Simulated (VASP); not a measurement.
Wanted: the native input for a VASP 6.6.1 run.

| Property | Result |
| --- | --- |
| Task | relaxation of the atoms |
| Functional | r2SCAN |
| Potentials or basis | VASP PAW PBE potentials, release 64 (Zn, S) |
| Cutoff | 520 eV |
| k mesh | 10 × 10 × 10 |
| Occupations | fermi-dirac, width 0.02 eV |
| Spin | no spin polarisation |
| Dipole correction | no |
| Further INCAR settings | ALGO = Normal; EDIFF = 1e-06; IBRION = 2; EDIFFG = -0.01; NSW = 50 |

The system is ZnS.

```
Zn S
1.0
     0.00000    2.65876    2.65876
     2.65876    0.00000    2.65876
     2.65876    2.65876    0.00000
Zn S
1 1
Direct
  0.25000 0.25000 0.25000
  0.00000 0.00000 0.00000
```

These files were run (other wordings do the same):

POSCAR

```
ZnS
1.0
    0.0000000000      2.6587556500      2.6587556500
    2.6587556500      0.0000000000      2.6587556500
    2.6587556500      2.6587556500      0.0000000000
Zn S
1 1
Direct
    0.2500000000      0.2500000000      0.2500000000
    0.0000000000      0.0000000000      0.0000000000
```

INCAR.step1

```
  ALGO = Normal
  EDIFF = 1E-4
  ENCUT = 520
  GGA = PE
  ISMEAR = -1
  LASPH = True
  LCHARG = False
  LREAL = False
  LWAVE = True
  NELM = 60
  PREC = Accurate
  SIGMA = 0.02
```

INCAR.step2

```
  ALGO = Normal
  EDIFF = 1E-6
  EDIFFG = -0.01
  ENCUT = 520
  IBRION = 2
  ISIF = 2
  ISMEAR = -1
  ISTART = 1
  LASPH = True
  LCHARG = False
  LMIXTAU = True
  LREAL = False
  LWAVE = False
  METAGGA = R2SCAN
  NELM = 60
  NSW = 50
  PREC = Accurate
  SIGMA = 0.02
```

KPOINTS

```
k-points
0
Gamma
  10 10 10
```

Potentials or basis: VASP PAW PBE potentials, release 64 (Zn, S).

The run is started by

```bash
$ cat potpaw_PBE.64/Zn/POTCAR potpaw_PBE.64/S/POTCAR > POTCAR
$ cp INCAR.step1 INCAR
$ mpirun -np 1 vasp_std > vasp.out
$ cp INCAR.step2 INCAR
$ mpirun -np 1 vasp_std > vasp.out
```

It gave:

```json
{
 "Pressure after relaxing": "3.4 GPa",
 "Band gap on the k mesh": "2.90 eV"
}
```

Caveat: the relaxation stopped at its first step, so nothing moved; the PAW data sets were made with another functional, which shifts forces and pressure a little.

Run time: 40 s on 1 thread of Intel(R) Xeon(R) 6975P-C (Granite Rapids), on a shared host, peak memory 0.17 GiB.
